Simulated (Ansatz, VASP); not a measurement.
## RuRh2: VASP beside Ansatz

```
Ru Rh
1.0
     4.31922    0.00000    0.00000
    -2.15961    3.74055    0.00000
     0.00000    0.00000    2.64671
Ru Rh
1 2
Direct
  0.00000 0.00000 0.00000
  0.33333 0.66667 0.50000
  0.66667 0.33333 0.50000
```

Alike in both runs: functional PBE; k mesh 12 × 12 × 18; occupations gaussian, width 0.1 eV; no spin polarisation.

Ansatz relaxed the structure, and its values are those at the end. VASP's run is a single point on that final structure, the one shown.

|  | VASP | Ansatz |
| --- | --- | --- |
| version | VASP 6.6.1 | Ansatz 0.2.0 |
| potentials or method | VASP PAW PBE potentials, release 64 (Ru_pv, Rh_pv), cutoff 520 eV | scalar-relativistic, plane waves, PAW |
| valence electrons in the cell | 44 | 50 |

```tsv
	VASP	Ansatz	Ansatz less VASP
gap on the k mesh at the Fermi level (eV)	none	none	-
pressure (GPa)	0.0	0.0	+0.05
```

A gap of «none» marks a metal or a gap that the smearing closes. With one functional, cell and mesh, what is left measures potentials, basis and numerics. VASP's potentials hold 44 valence electrons a cell and Ansatz's 50, so a difference there can come from the potentials and not from the codes.
